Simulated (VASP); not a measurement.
**SiC: vibrations by perturbation theory with LDA**

SiC:

```
Si C
1.0
     0.00000    2.16451    2.16451
     2.16451    0.00000    2.16451
     2.16451    2.16451    0.00000
Si C
1 1
Direct
  0.00000 0.00000 0.00000
  0.25000 0.25000 0.25000
```

```
Program                : VASP 6.6.1
Task                   : vibrations by perturbation theory
Functional             : LDA
Potentials or basis    : VASP PAW LDA potentials, release 64 (Si, C)
Cutoff                 : 600 eV
k mesh                 : 8 × 8 × 8
Occupations            : gaussian, width 0.01 eV
Spin                   : no spin polarisation
Dipole correction      : no
Further INCAR settings : ALGO = Normal; EDIFF = 1e-08; IBRION = 8; NSW = 1
```

| Quantity | Value |
| --- | --- |
| Electronic dielectric tensor (diagonal) | 7.09 |
| Born charges (mean of the diagonal) | Si +2.72; C -2.72 e |
| Highest phonon frequency at Γ, LO-TO splitting left out | 798 cm⁻¹ |

Phonon frequencies in cm⁻¹ (negative: imaginary):
| q point | frequencies |
| --- | --- |
| (0.000, 0.000, 0.000) | 0 0 0 798 798 798 |

Electronic dielectric tensor:
```
7.09 0.00 0.00
0.00 7.09 0.00
0.00 0.00 7.09
```

Born effective charge tensors (e):
atom 1, Si
```
2.72 0.00 0.00
0.00 2.72 0.00
0.00 0.00 2.72
```
atom 2, C
```
-2.72  0.00  0.00
 0.00 -2.72  0.00
 0.00  0.00 -2.72
```

Run time: 55 s on 1 thread of Intel(R) Xeon(R) Platinum 8375C CPU @ 2.90GHz (Ice Lake) (shared host), peak memory 0.17 GiB.
